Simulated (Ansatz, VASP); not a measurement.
# Te in VASP and in Ansatz

The input INCAR:

```
PREC = Accurate ; ENCUT = 520
EDIFF = 1E-7 ; ISMEAR = 0
SIGMA = 0.05 ; LREAL = False
LASPH = True ; NELM = 60
ALGO = Normal ; ISIF = 2
LWAVE = False ; LCHARG = False
GGA = PE ; NBANDS = 16
```

The input KPOINTS:

```
regular mesh
0
Gamma
  9 9 6
```

File POSCAR:

```
Te
1.0
    4.2569986204      0.0000000000      0.0000000000
   -2.1284993102      3.8841945165      0.0689356143
    0.0000000000      0.1058770680      5.5592558604
Te
3
Direct
    0.2427020529      0.0000000000      0.1666666667
    0.0435168990      0.3297358509      0.8046510441
    0.7137810481      0.6702641491      0.5286822892
```

Input for Ansatz:

```yaml
crystal:
  lattice:
    - [4.2569986204, 0.0, 0.0]
    - [-2.1284993102, 3.8841945165, 0.0689356143]
    - [0.0, 0.105877068, 5.5592558604]
  atoms:
    - { symbol: Te, position: [0.2427020529, 0.0, 0.1666666667] }
    - { symbol: Te, position: [0.043516899, 0.3297358509, 0.8046510441] }
    - { symbol: Te, position: [0.7137810481, 0.6702641491, 0.5286822892] }
basis:
  ecutwfc: 420
kpoints:
  mp_grid: { grid: [9, 9, 6] }
hamiltonian:
  xc: pbe
scf:
  occupations: { method: gaussian, width: 0.05 }
output:
  forces: true
  stress: true
  eigenvalues: true
```

Alike in both runs: task single point; functional PBE; k mesh 9 × 9 × 6; occupations gaussian, width 0.05 eV; no spin polarisation.

|  | VASP | Ansatz |
| --- | --- | --- |
| version | VASP 6.6.1 | Ansatz 0.2.0 |
| potentials or method | VASP PAW PBE potentials, release 64 (Te), cutoff 520 eV | scalar-relativistic, plane waves, PAW |
| valence electrons in the cell | 18 | 48 |

|  | VASP | Ansatz | Ansatz less VASP |
| --- | --- | --- | --- |
| gap on the k mesh at the Fermi level (eV) | none | none | - |
| pressure (GPa) | 8.9 | 8.8 | -0.03 |
| traceless stress, the component that is largest in VASP (GPa) | -4.82 | -4.82 | +0.001 |
| rms of the force components (eV/Å) | 0.936 | 0.932 | -0.0039 |

Atom by atom the forces differ by 0.004 eV/Å (rms over components). A gap of «none» marks a metal or a gap that the smearing closes. With one functional, cell and mesh, what is left measures potentials, basis and numerics. VASP's potentials hold 18 valence electrons a cell and Ansatz's 48, so a difference there can come from the potentials and not from the codes.

Spin-orbit coupling is off throughout.
